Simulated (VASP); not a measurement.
Here is a VASP 6.6.1 calculation.

The input INCAR:

```
SYSTEM = CdAu
ALGO = Normal ; EDIFF = 1E-6
ENCUT = 520 ; GGA = PS
ISIF = 2 ; ISMEAR = 0
ISPIN = 2 ; LASPH = .True.
LCHARG = .False. ; LMAXMIX = 4
LORBIT = 11 ; LREAL = .False.
LWAVE = .False. ; MAGMOM = 0 0
NBANDS = 22 ; NELM = 150
PREC = Accurate ; SIGMA = 0.05
```

File KPOINTS:

```
k-points
0
Gamma
  5 5 3
  0 0 0
```

POSCAR

```
CdAu
1.0
    3.0903320000      0.0000000000      0.0000000000
   -1.5451660000      2.6763060000      0.0000000000
    0.0000000000      0.0000000000      4.6012820000
Cd Au
1 1
Direct
    0.0000000000      0.0000000000      0.0000000000
    0.3333333333      0.6666666667      0.5000000000
```

Potentials or basis: VASP PAW PBE potentials, release 64 (Cd, Au).

Command:

```bash
$ cat potpaw_PBE.64/Cd/POTCAR potpaw_PBE.64/Au/POTCAR > POTCAR
$ mpirun -np 1 vasp_std > vasp.out
```

Problem. What does it give for the pressure?

Solution. -3.1 GPa.

Problem. What does it give for the net moment?

Solution. 0.00 μB per cell.

Stress tensor (GPa, compression positive):
```
-3.69  0.00  0.00
 0.00 -3.69  0.00
 0.00  0.00 -2.04
```

Caveat: the k points lie up to 0.47 Å⁻¹ apart; the PAW data sets were made with another functional, which shifts forces and pressure a little.
